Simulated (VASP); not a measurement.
A run of VASP 6.6.1:

Contents of INCAR:

```
PREC = Accurate ; ENCUT = 520
EDIFF = 1E-8 ; ISMEAR = -1
SIGMA = 0.15 ; LREAL = F
LASPH = T ; NELM = 80
ALGO = Normal ; ISIF = 2
LWAVE = F ; LCHARG = T
GGA = PS ; NBANDS = 14
IBRION = 8 ; NSW = 1
```

Contents of KPOINTS:

```
Automatic mesh
0
Gamma
  16 16 16
```

The input POSCAR:

```
HfC
1.0
    2.7429000000      0.0000000000      0.0000000000
    0.0000000000      2.7429000000      0.0000000000
    0.0000000000      0.0000000000      2.7429000000
Hf C
1 1
Direct
    0.0000000000      0.0000000000      0.0000000000
    0.5000000000      0.5000000000      0.5000000000
```

Potentials or basis: VASP PAW PBE potentials, release 64 (Hf_pv, C).

Launch:

```console
$ cat potpaw_PBE.64/Hf_pv/POTCAR potpaw_PBE.64/C/POTCAR > POTCAR
$ mpirun -np 1 vasp_std > vasp.out
```

Hardware: 1 thread of Intel(R) Xeon(R) Platinum 8488C (Sapphire Rapids) (shared host).

Task: Estimate the wall time of this run.

Result: Run time: 4.9 min on 1 thread of Intel(R) Xeon(R) Platinum 8488C (Sapphire Rapids) (shared host), peak memory 0.35 GiB. Counts: scf iterations 47, k points 165.
